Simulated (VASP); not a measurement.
Input of a VASP 6.6.1 run:

INCAR

```
SYSTEM = TaN
PREC     = Accurate       ! precision mode
ENCUT    = 520            ! plane-wave cutoff, eV
EDIFF    = 1E-8           ! SCF threshold, eV
ISMEAR   = -1             ! smearing method
SIGMA    = 0.03           ! smearing width, eV
LREAL    = .False.        ! projectors in reciprocal space
LASPH    = .True.         ! aspherical terms in the spheres
NELM     = 100            ! most SCF steps
ALGO     = Normal         ! electronic algorithm
ISIF     = 2              ! what is computed and relaxed
LWAVE    = .False.        ! write WAVECAR
LCHARG   = .False.        ! write CHGCAR
GGA      = PE             ! functional
LEFG     = .True.       
NBANDS   = 33             ! bands
```

File KPOINTS:

```
regular mesh
0
Gamma
  5 5 8
  0 0 0
```

The input POSCAR:

```
TaN
1.0
    5.0791532447      0.0000000000      0.0000000000
   -2.5395766223      4.3986757396      0.0000000000
    0.0000000000      0.0000000000      2.8486364041
Ta N
3 3
Direct
    0.0000000000      0.0000000000      0.0000000000
    0.3333333333      0.6666666667      0.5000000000
    0.6666666667      0.3333333333      0.5000000000
    0.5000000000      0.0000000000      0.0000000000
    0.5000000000      0.5000000000      0.0000000000
    0.0000000000      0.5000000000      0.0000000000
```

Potentials or basis: VASP PAW PBE potentials, release 64 (Ta_pv, N).

Run with:

```bash
$ cat potpaw_PBE.64/Ta_pv/POTCAR potpaw_PBE.64/N/POTCAR > POTCAR
$ mpirun -np 1 vasp_std > vasp.out
```

(1) Predict the pressure.

(2) Estimate the band gap on the k mesh.

Results:

(1) 35.8 GPa.

(2) zero (bands 24 and 25 overlap by 2.36 eV).

Caveat: the cell stands under pressure; without QUAD_EFG the Cq values of the log hold for a quadrupole moment of 1 mb, not for the nuclei; spin-orbit coupling is left out, which moves the levels of the heavy elements.
